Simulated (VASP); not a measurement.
Write the native input for VASP 6.6.1 that does the following.

| Quantity | Value |
| --- | --- |
| Task | single point |
| Functional | LDA |
| Potentials or basis | VASP PAW LDA potentials, release 64 (W_sv, C, Na_pv) |
| Cutoff | 520 eV |
| k mesh | 2 × 2 × 2 |
| Occupations | fermi-dirac, width 0.15 eV |
| Spin | no spin polarisation |
| Dipole correction | no |
| Further INCAR settings | LREAL = Auto; ALGO = Normal; EDIFF = 1e-07; NBANDS = 90 |

The structure of NaW8C8 (a cell with a defect) lies in POSCAR:

```
NaW8C8
1.0
   -2.8446400000     -4.9270610000      0.0000000000
    4.2669600000     -2.4635310000      0.0000000000
    0.0000000000      0.0000000000      5.5877600000
W C Na
8 8 1
Direct
    0.7393961657      0.5223193816      0.0038476957
    0.7450547498      0.5152643905      0.4928271794
    0.4759861740     -0.0058099185     -0.0023623062
    0.5042416914      0.0008404309      0.4901964293
    0.2679997590      0.4878561867     -0.0049035750
    0.2766379764      0.4968022792      0.4868319327
   -0.0041425593     -0.0202917510      0.0103798302
    0.0013808228      0.0082794176      0.4719422452
    0.4766568024      0.6813321443      0.2483105932
    0.4994794572      0.6687288475      0.7390439103
    0.2473412875      0.1653863453      0.2494738500
    0.2765826472      0.1561013137      0.7249595545
   -0.0058349536      0.6571661458      0.2347094363
   -0.0032839312      0.6983797359      0.7256396123
    0.7396009445      0.1622228544      0.2303248529
    0.7038342273      0.1494869876      0.7399924120
   -0.0074531647      0.3248679222      0.7552221284
```

These files were run (other wordings do the same):

INCAR

```
PREC     = Accurate       # precision mode
ENCUT    = 520            # plane-wave cutoff, eV
EDIFF    = 1E-7           # SCF threshold, eV
ISMEAR   = -1             # smearing method
SIGMA    = 0.15           # smearing width, eV
LREAL    = Auto         
LASPH    = T              # aspherical terms in the spheres
NELM     = 100            # most SCF steps
ALGO     = Normal         # electronic algorithm
ISIF     = 2              # what is computed and relaxed
LWAVE    = F              # write WAVECAR
LCHARG   = F              # write CHGCAR
NBANDS   = 90             # bands
```

KPOINTS

```
Automatic mesh
0
Gamma
  2 2 2
```

Potentials or basis: VASP PAW LDA potentials, release 64 (W_sv, C, Na_pv).

Run with:

```console
$ cat potpaw_LDA.64/W_sv/POTCAR potpaw_LDA.64/C/POTCAR potpaw_LDA.64/Na_pv/POTCAR > POTCAR
$ mpirun -np 1 vasp_std > vasp.out
```

It gave:

The pressure is 60.4 GPa, the largest force is 4.257 eV/Å and the band gap on the k mesh is zero (an odd number of electrons rules out a gap without spin polarisation).

Caveat: the k points lie up to 0.64 Å⁻¹ apart, too coarse for converged energies and pressures of a metal; spin-orbit coupling is left out, which moves the levels of the heavy elements.

Run time: 3.6 min on 1 thread of Intel(R) Xeon(R) Platinum 8259CL CPU @ 2.50GHz (Skylake/Cascade Lake) (shared host), peak memory 0.26 GiB.
